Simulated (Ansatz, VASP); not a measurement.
**Hf2C in VASP and in Ansatz**

```
Hf C
1.0
    -2.91114    2.91114    2.52719
     2.91114   -2.91114    2.52719
     2.91114    2.91114   -2.52719
Hf C
4 2
Direct
  0.82868 0.67132 0.50000
  0.32868 0.82868 0.15737
  0.17132 0.32868 0.50000
  0.67132 0.17132 0.84263
  0.75000 0.75000 0.00000
  0.25000 0.25000 0.00000
```

Alike in both runs: functional PBEsol; k mesh 10 × 10 × 10; occupations gaussian, width 0.1 eV; no spin polarisation.

Ansatz relaxed the structure, and its values are those at the end. VASP's run is a single point on that final structure, the one shown.

|  | VASP | Ansatz |
| --- | --- | --- |
| version | VASP 6.6.1 | Ansatz 0.2.0 |
| potentials or method | VASP PAW PBE potentials, release 64 (Hf_pv, C), cutoff 520 eV | scalar-relativistic, plane waves, PAW |
| valence electrons in the cell | 48 | 112 |

Ansatz gave:

- gap on the k mesh at the Fermi level (eV): none
- pressure (GPa): 0.0
- rms of the force components (eV/Å): 0.000

**Question.** What did VASP give for the same quantities?

**Answer.** gap on the k mesh at the Fermi level (eV): none; pressure (GPa): -0.7; rms of the force components (eV/Å): 0.004.

VASP's potentials were made for PBE, not for PBEsol. A gap of «none» marks a metal or a gap that the smearing closes. With one functional, cell and mesh, what is left measures potentials, basis and numerics. VASP's potentials hold 48 valence electrons a cell and Ansatz's 112, so a difference there can come from the potentials and not from the codes.

Spin-orbit coupling is off throughout.
